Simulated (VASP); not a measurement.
# Ca (Fm-3m) in VASP: settings compared

Ca is run at these levels: LDA, PBEsol; tasks: single point, relaxation of cell and atoms.

Program: VASP 6.6.1. These are calculated values, not measurements. Logs are shortened: lines on timing, memory, paths and dates and some standing lists are left out, and cuts for length are marked.

### 1 The cell of the first run

The structure is cubic, space group Fm-3m (No. 225). The conventional cell has a = 5.343 Å, b = 5.343 Å, c = 5.343 Å, α = 90.00°, β = 90.00°, γ = 90.00°. Within 5.0 Å of Ca (site symmetry m-3m) lie 12 Ca at 3.78 Å.

### 2 Single point, LDA

INCAR reads:

```
PREC     = Accurate       # precision mode
ENCUT    = 520            # plane-wave cutoff, eV
EDIFF    = 1E-6           # SCF threshold, eV
ISMEAR   = -1             # smearing method
SIGMA    = 0.08           # smearing width, eV
LREAL    = False          # projectors in reciprocal space
LASPH    = True           # aspherical terms in the spheres
NELM     = 80             # most SCF steps
ALGO     = Normal         # electronic algorithm
ISIF     = 2              # what is computed and relaxed
LWAVE    = False          # write WAVECAR
LCHARG   = False          # write CHGCAR
GGA      = CA             # functional
NBANDS   = 11             # bands
```

KPOINTS reads:

```
Automatic mesh
0
Gamma
  12 12 12
```

POSCAR reads:

```
Ca
1.0
    0.0000000000      2.6714644531      2.6714644531
    2.6714644531      0.0000000000      2.6714644531
    2.6714644531      2.6714644531      0.0000000000
Ca
1
Direct
    0.0000000000      0.0000000000      0.0000000000
```

Potentials or basis: VASP PAW LDA potentials, release 64 (Ca_sv).

The run is started by

```
> cat potpaw_LDA.64/Ca_sv/POTCAR > POTCAR
> mpirun -np 1 vasp_std > vasp.out
```

OUTCAR:

```text
PREC = Accurate
   ENCUT = 520
   EDIFF = 1E-6
   ISMEAR = -1
   LREAL = False
   LASPH = True
   NELM = 80
   ISIF = 2
   GGA = CA

 ion  position               nearest neighbor table
   1  0.000  0.000  0.000-

  LATTYP: Found a face centered cubic cell.
 ALAT       =     5.3429289062

  Lattice vectors:

 A1 = (   0.0000000000,   2.6714644531,   2.6714644531)
 A2 = (   2.6714644531,   0.0000000000,   2.6714644531)
 A3 = (   2.6714644531,   2.6714644531,   0.0000000000)

Analysis of symmetry for initial positions (statically):
=====================================================================
 Subroutine PRICEL returns:
 Original cell was already a primitive cell.

 Routine SETGRP: Setting up the symmetry group for a
 face centered cubic supercell.

 Subroutine GETGRP returns: Found 48 space group operations
 (whereof 48 operations were pure point group operations)
 out of a pool of 48 trial point group operations.

The static configuration has the point symmetry O_h .

Analysis of symmetry for dynamics (positions and initial velocities):
=====================================================================
 Subroutine PRICEL returns:
 Original cell was already a primitive cell.

 Routine SETGRP: Setting up the symmetry group for a
 face centered cubic supercell.

 Subroutine GETGRP returns: Found 48 space group operations
 (whereof 48 operations were pure point group operations)
 out of a pool of 48 trial point group operations.

The dynamic configuration has the point symmetry O_h .

 Subroutine INISYM returns: Found 48 space group operations
 (whereof 48 operations are pure point group operations),
 and found     1 'primitive' translations

----------------------------------------------------------------------------------------

                                     Primitive cell

  volume of cell :      38.1310

  direct lattice vectors                    reciprocal lattice vectors
     0.000000000  2.671464453  2.671464453    -0.187163261  0.187163261  0.187163261
     2.671464453  0.000000000  2.671464453     0.187163261 -0.187163261  0.187163261
     2.671464453  2.671464453  0.000000000     0.187163261  0.187163261 -0.187163261

  length of vectors
     3.778021261  3.778021261  3.778021261     0.324176278  0.324176278  0.324176278

  position of ions in fractional coordinates (direct lattice)
     0.000000000  0.000000000  0.000000000

  ion indices of the primitive-cell ions
   primitive index   ion index
                 1           1

----------------------------------------------------------------------------------------

 KPOINTS: Automatic mesh

Automatic generation of k-mesh.
 Grid dimensions read from file:
 generate k-points for:   12   12   12

 Generating k-lattice:

  Cartesian coordinates                     Fractional coordinates (reciprocal lattice)
    -0.015596938  0.015596938  0.015596938     0.083333333  0.000000000  0.000000000
     0.015596938 -0.015596938  0.015596938     0.000000000  0.083333333  0.000000000
     0.015596938  0.015596938 -0.015596938     0.000000000  0.000000000  0.083333333

  Length of vectors
     0.027014690  0.027014690  0.027014690

  Shift w.r.t. Gamma in fractional coordinates (k-lattice)
     0.000000000  0.000000000  0.000000000

 Subroutine IBZKPT returns following result:
 ===========================================

 Found     72 irreducible k-points:

 Following reciprocal coordinates:
            Coordinates               Weight
  0.000000  0.000000  0.000000      1.000000
  0.083333  0.000000  0.000000      8.000000
  0.166667  0.000000  0.000000      8.000000
  0.250000  0.000000  0.000000      8.000000
  0.333333  0.000000  0.000000      8.000000
  0.416667  0.000000  0.000000      8.000000
[... 16 lines left out ...]
  0.500000  0.166667  0.000000     24.000000
 -0.416667  0.166667  0.000000     24.000000
 [... further k-points ...]
   k-points           NKPTS =     72   k-points in BZ     NKDIM =     72   number of bands    NBANDS=     11
   number of dos      NEDOS =    301   number of ions     NIONS =      1
   total plane-waves  NPLWV =  21952
   dimension x,y,z NGX =    28 NGY =   28 NGZ =   28
   dimension x,y,z NGXF=    56 NGYF=   56 NGZF=   56
   ions per type =               1
   NGX,Y,Z   is equivalent  to a cutoff of  12.32, 12.32, 12.32 a.u.
   NGXF,Y,Z  is equivalent  to a cutoff of  24.64, 24.64, 24.64 a.u.
 SYSTEM =  unknown system
   PREC   = accura    normal or accurate (medium, high low for compatibility)
   ISTART =      0    job   : 0-new  1-cont  2-samecut
   ICHARG =      2    charge: 1-file 2-atom 10-const
   ISPIN  =      1    spin polarized calculation?
   LNONCOLLINEAR =      F non collinear calculations
   LSORBIT =      F    spin-orbit coupling
   LASPH  =      T    aspherical Exc in radial PAW
   ENCUT  =  520.0 eV  38.22 Ry    6.18 a.u.   7.02  7.02  7.02*2*pi/ulx,y,z
   NELM   =     80;   NELMIN=  2; NELMDL= -5     # of ELM steps
   EDIFF  = 0.1E-05   stopping-criterion for ELM
   LREAL  =      F    real-space projection
   EDIFFG = 0.1E-04   stopping-criterion for IOM
   NSW    =      0    number of steps for IOM
   IBRION =     -1    ionic relax: 0-MD 1-quasi-New 2-CG
   NFREE  =      0    steps in history (QN), initial steepest desc. (CG)
   ISIF   =      2    stress and relaxation
   ISYM   =      2    0-nonsym 1-usesym 2-fastsym
   POTIM  = 0.5000    time-step for ionic-motion
   TEBEG  =    0.0;   TEEND  =   0.0 temperature during run
   PSTRESS=    0.0 pullay stress
   NELECT =      10.0000    total number of electrons
   NUPDOWN=      -1.0000    fix difference up-down
   EMIN   =  10.00;   EMAX   =-10.00  energy-range for DOS
   EFERMI =   0.00;   METHOD = LEGACY
   ISMEAR =    -1;   SIGMA  =   0.08  broadening in eV -4-tet -1-fermi 0-gaus
   EFERMI_NEDOS =   21; number of points for ismear=-14 and -15
   IALGO  =     38    algorithm
   IMIX   =      4    mixing-type and parameters
     AMIX     =   0.40;   BMIX     =  1.00
     AMIX_MAG =   1.60;   BMIX_MAG =  1.00
  volume/ion in A,a.u.               =      38.13       257.32
  Fermi-wavevector in a.u.,A,eV,Ry     =   1.047889  1.980224 14.940178  1.098072
  Thomas-Fermi vector in A             =   2.182788
   LORBIT       =      0    0 simple, 1 ext, 2 COOP (PROOUT), +10 PAW based schemes
   GGA     = CA    functional components
   LHFCALC =     F    Hartree Fock is set to
   AEXX    =    0.0000 exact exchange contribution
   IVDW    =     0    specifies the selected vdW correction
   LEPSILON=     F    determine dielectric tensor
   LRPA    =     F    only Hartree local field effects (RPA)
 non-spin polarized calculation
  energy-cutoff  :      520.00
  volume of cell :       38.13
 maximum number of plane-waves:      1038
   NGX = 13   NGY = 13   NGZ = 13

 number of electron      10.0000003 magnetization

 Free energy of the ion-electron system (eV)
  ---------------------------------------------------
  ext. energy  EPLUGINS =         0.00000000
  ---------------------------------------------------
  free energy    TOTEN  =        -2.21850307 eV

  energy without entropy =       -2.19131770  energy(sigma->0) =       -2.20491039

 E-fermi :   2.2033     XC(G=0):  -8.2982

 val. band max:        2.1967821810   @ k =  -0.3333   0.4167   0.1667
 cond. band min:       2.2123733249   @ k =  -0.3333   0.3333   0.1667
 fundamental gap:      0.0155911439
 Fermi energy:         2.2032771907

 k-point     1 :       0.0000    0.0000    0.0000
  band No.  band energies     occupation
      1     -39.1341      2.00000
      2     -20.3252      2.00000
      3     -20.3252      2.00000
      4     -20.3252      2.00000
      5      -2.0002      2.00000
      6       4.5424      0.00000
      7       4.5424      0.00000
      8       4.5424      0.00000
      9       5.7456      0.00000
     10       5.7456      0.00000
     11      11.8466      0.00000

 k-point     2 :       0.0833    0.0000    0.0000
  band No.  band energies     occupation
      1     -39.1326      2.00000
      2     -20.3395      2.00000
      3     -20.3271      2.00000
      4     -20.3271      2.00000
      5      -1.8700      2.00000
      6       4.4061      0.00000
      7       4.5932      0.00000
      8       4.5932      0.00000
      9       5.7017      0.00000
     10       5.7017      0.00000
     11      12.0211      0.00000

 k-point     3 :       0.1667    0.0000    0.0000
  band No.  band energies     occupation
      1     -39.1283      2.00000
      2     -20.3784      2.00000
      3     -20.3323      2.00000
      4     -20.3323      2.00000
      5      -1.4900      2.00000
      6       4.0547      0.00000
      7       4.6931      0.00000
      8       4.6931      0.00000
      9       5.6445      0.00000
     10       5.6445      0.00000
     11      11.6134      0.00000

 k-point     4 :       0.2500    0.0000    0.0000
  band No.  band energies     occupation
      1     -39.1224      2.00000
      2     -20.4309      2.00000
      3     -20.3394      2.00000
      4     -20.3394      2.00000
      5      -0.8939      2.00000
      6       3.5931      0.00000
      7       4.6965      0.00000
      8       4.6965      0.00000
      9       5.7579      0.00000
     10       5.7579      0.00000
     11      10.2523      0.00000
[... 239 lines left out ...]
 k-point    22 :       0.4167    0.1667    0.0000
  band No.  band energies     occupation
      1     -39.1118      2.00000
      2     -20.4903      2.00000
      3     -20.3731      2.00000
      4     -20.3651      2.00000
      5       0.5011      2.00000
      6       2.8796      0.00043
      7       4.0546      0.00000
      8       4.8725      0.00000
      9       6.0925      0.00000
     10       6.4885      0.00000
     11       8.6640      0.00000

 k-point    23 :       0.5000    0.1667    0.0000
  band No.  band energies     occupation
      1     -39.1088      2.00000
      2     -20.5125      2.00000
      3     -20.3842      2.00000
      4     -20.3653      2.00000
      5       1.2660      1.99998
      6       2.3867      0.18341
      7       3.9542      0.00000
      8       4.7733      0.00000
      9       6.5541      0.00000
     10       6.5751      0.00000
     11       7.8249      0.00000

 k-point    24 :      -0.4167    0.1667    0.0000
  band No.  band energies     occupation
      1     -39.1084      2.00000
      2     -20.5143      2.00000
      3     -20.3910      2.00000
      4     -20.3611      2.00000
      5       1.4651      1.99980
      6       2.2658      0.62799
      7       3.9154      0.00000
      8       4.7354      0.00000
      9       6.3429      0.00000
     10       6.8229      0.00000
     11       7.7775      0.00000

 [... further k-points ...]

------------------------ aborting loop because EDIFF is reached ----------------------------------------

  FORCE on cell =-STRESS in cart. coord.  units (eV):
  Direction    XX          YY          ZZ          XY          YZ          ZX
  --------------------------------------------------------------------------------------
  -------------------------------------------------------------------------------------
  Total       -0.0096562     -0.0096562     -0.0096562      0.0000000      0.0000000     -0.0000000
  in kB       -0.4057308     -0.4057308     -0.4057308      0.0000000      0.0000000     -0.0000000
  external PRESSURE =      -0.4057308 kB  Pullay stress =       0.0000000 kB

 VOLUME and BASIS-vectors are now :
 -----------------------------------------------------------------------------
  energy-cutoff  :      520.00
  volume of cell :       38.13
      direct lattice vectors                 reciprocal lattice vectors
     0.000000000  2.671464453  2.671464453    -0.187163261  0.187163261  0.187163261
     2.671464453  0.000000000  2.671464453     0.187163261 -0.187163261  0.187163261
     2.671464453  2.671464453  0.000000000     0.187163261  0.187163261 -0.187163261

 POSITION                                       TOTAL-FORCE (eV/Angst)
 -----------------------------------------------------------------------------------
      0.00000      0.00000      0.00000         0.000000      0.000000     -0.000000
 -----------------------------------------------------------------------------------
    total drift:                               -0.000000     -0.000000     -0.000000

  FREE ENERGIE OF THE ION-ELECTRON SYSTEM (eV)
  ---------------------------------------------------
  free  energy   TOTEN  =        -2.2185030702 eV

  energy  without entropy=       -2.1913177028  energy(sigma->0) =       -2.20491039
```

Run time: 12 s. Hardware: 1 thread of Intel Xeon 6975P-C (Granite Rapids), shared host; peak memory 0.15 GiB.

Results:

```
Free energy            : -2.2185 eV
Pressure               : 0.0 GPa
Band gap on the k mesh : zero (band 5 reaches 2.31 eV, above the bottom of band 6 at 2.18 eV)
```

Levels at points of the mesh, in eV from the Fermi level:
| k point | band 1 | band 2 | band 3 | band 4 | band 5 | band 6 | band 7 | band 8 | band 9 | band 10 |
| --- | --- | --- | --- | --- | --- | --- | --- | --- | --- | --- |
| (0.00, 0.00, 0.00) | -41.34 | -22.53 | -22.53 | -22.53 | -4.20 | 2.34 | 2.34 | 2.34 | 3.54 | 3.54 |
| (0.50, 0.00, 0.00) | -41.31 | -22.74 | -22.56 | -22.56 | -1.09 | -0.01 | 2.22 | 2.22 | 4.32 | 4.32 |
| (0.50, 0.50, 0.00) | -41.31 | -22.72 | -22.60 | -22.60 | -0.60 | 0.42 | 1.20 | 4.32 | 4.53 | 4.53 |

### 3 Single point, LDA

INCAR reads:

```
SYSTEM = Ca
PREC = Accurate
ENCUT = 520
EDIFF = 1E-7
ISMEAR = -1
SIGMA = 0.08
LREAL = .FALSE.
LASPH = .TRUE.
NELM = 60
ALGO = Normal
ISIF = 2
LWAVE = .FALSE.
LCHARG = .TRUE.
LELF = .TRUE.
LVHAR = .TRUE.
NBANDS = 11
```

KPOINTS reads:

```
Automatic mesh
0
G
  12 12 12
  0 0 0
```

POSCAR is that of step 2.

Potentials or basis: VASP PAW LDA potentials, release 64 (Ca_sv).

The run is started by

```
> cat potpaw_LDA.64/Ca_sv/POTCAR > POTCAR
> mpirun -np 1 vasp_std > vasp.out
```

It took 18 s on 1 thread of Intel Xeon 6975P-C (Granite Rapids), shared host; peak memory 0.15 GiB.

Results (log left out):

- Free energy: -2.2185 eV
- Pressure: 0.0 GPa
- Band gap on the k mesh: zero (band 5 reaches 2.31 eV, above the bottom of band 6 at 2.18 eV)

Levels at points of the mesh, in eV from the Fermi level:
```
           k point  band 2  band 3  band 4  band 5  band 6  band 7  band 8  band 9
(0.00, 0.00, 0.00)  -22.53  -22.53  -22.53   -4.20    2.34    2.34    2.34    3.54
(0.50, 0.00, 0.00)  -22.74  -22.56  -22.56   -1.09   -0.01    2.22    2.22    4.32
(0.50, 0.50, 0.00)  -22.72  -22.60  -22.60   -0.60    0.42    1.20    4.32    4.53
```

### 4 Relaxation of cell and atoms, LDA

INCAR reads:

```
SYSTEM = Ca
PREC = Accurate ; ENCUT = 600
EDIFF = 1E-6 ; ISMEAR = -1
SIGMA = 0.08 ; LREAL = .FALSE.
LASPH = .TRUE. ; NELM = 80
ALGO = Normal ; ISIF = 3
LWAVE = .FALSE. ; LCHARG = .FALSE.
GGA = CA ; IBRION = 2
NSW = 60 ; EDIFFG = -0.005
```

KPOINTS is that of step 3.

POSCAR is that of step 3.

The run is started by

```
> cat potpaw_LDA.64/Ca_sv/POTCAR > POTCAR
> mpirun -np 1 vasp_std > vasp.out
```

Wall time 15 s (1 thread of Intel Xeon 6975P-C (Granite Rapids), shared host); peak memory 0.17 GiB.

The run converged. Its results:

| Item | Value |
| --- | --- |
| Free energy | -2.2186 eV |
| Relaxed volume | 38.10 Å³/atom |
| Relaxed cell | a = 3.777 Å, b = 3.777 Å, c = 3.777 Å, α = 60.00°, β = 60.00°, γ = 60.00° |
| Space group after relaxing (to 0.05 Å) | Fm-3m (No. 225) |
| Energy gained by relaxing | 0.0 meV/atom |
| Ionic steps | 2 |
| Pressure after relaxing | 0.0 GPa |
| Band gap on the k mesh | zero (band 5 reaches 2.32 eV, above the bottom of band 6 at 2.18 eV) |

Final structure:
```
Ca
1.0
     0.00000    2.67068    2.67068
     2.67068    0.00000    2.67068
     2.67068    2.67068    0.00000
Ca
1
Cartesian
  0.0000 0.0000 0.0000
```

Levels at points of the mesh, in eV from the Fermi level:
| k point | band 2 | band 3 | band 4 | band 5 | band 6 | band 7 | band 8 | band 9 |
| --- | --- | --- | --- | --- | --- | --- | --- | --- |
| (0.00, 0.00, 0.00) | -22.53 | -22.53 | -22.53 | -4.20 | 2.34 | 2.34 | 2.34 | 3.54 |
| (0.50, 0.00, 0.00) | -22.74 | -22.56 | -22.56 | -1.09 | -0.01 | 2.22 | 2.22 | 4.32 |
| (0.50, 0.50, 0.00) | -22.72 | -22.60 | -22.60 | -0.60 | 0.42 | 1.20 | 4.32 | 4.53 |

### 5 Single point, PBEsol

This run uses another cell than the first one, of 36.22 Å³/atom, 0.950 times its volume.

INCAR reads:

```
ALGO = Normal
EDIFF = 1E-6
ENCUT = 520
GGA = PS
ISIF = 2
ISMEAR = -1
ISYM = 0
LASPH = T
LCHARG = F
LREAL = F
LWAVE = F
NBANDS = 11
NELM = 100
PREC = Accurate
SIGMA = 0.08
```

KPOINTS reads:

```
Automatic mesh
0
Gamma
  12 12 12
  0.5 0.5 0.5
```

POSCAR reads:

```
Ca
1.0
    0.0000000000      2.6261766456      2.6261766456
    2.6261766456      0.0000000000      2.6261766456
    2.6261766456      2.6261766456      0.0000000000
Ca
1
Direct
    0.0000000000      0.0000000000      0.0000000000
```

Potentials or basis: VASP PAW PBE potentials, release 64 (Ca_sv).

The run is started by

```
> cat potpaw_PBE.64/Ca_sv/POTCAR > POTCAR
> mpirun -np 1 vasp_std > vasp.out
```

Wall time 8 min (1 thread of Intel Xeon 6975P-C (Granite Rapids), shared host); peak memory 1.3 GiB.

It converged, with:

- Free energy: -2.1153 eV
- Pressure: 2.5 GPa
- Band gap on the k mesh: zero (band 5 reaches 2.60 eV, above the bottom of band 6 at 2.52 eV)

Levels at points of the mesh, in eV from the Fermi level:
```tsv
k point	band 1	band 2	band 3	band 4	band 5	band 6	band 7	band 8	band 9	band 10
(0.04, 0.04, 0.04)	-41.50	-22.47	-22.46	-22.46	-4.28	2.48	2.53	2.53	3.79	3.79
```

Caveat: the PAW data sets were made with another functional, which shifts forces and pressure a little.

### 6 Summary

```csv
task,level,potentials or basis,cell,k mesh,cutoff (eV),gap on the mesh (eV),pressure (GPa)
single point,LDA,"VASP PAW LDA potentials, release 64 (Ca_sv)","a = 3.778 Å, angles 60.0°, 1 atom",12 × 12 × 12,520,none,0.0
relaxation of cell and atoms,LDA,"VASP PAW LDA potentials, release 64 (Ca_sv)","relaxed from a = 3.778 Å, angles 60.0°, 1 atom",12 × 12 × 12,600,none,0.0
single point,PBEsol,"VASP PAW PBE potentials, release 64 (Ca_sv)","a = 3.714 Å, angles 60.0°, 1 atom","12 × 12 × 12, shifted",520,none,2.5
```

Alike in all rows: no spin polarisation; smearing fermi-dirac 0.08 eV.

Caveats: the PAW data sets were made with another functional, which shifts forces and pressure a little (some runs).

Total energies depend on the potentials used, so only differences within one code and one set of settings carry meaning.
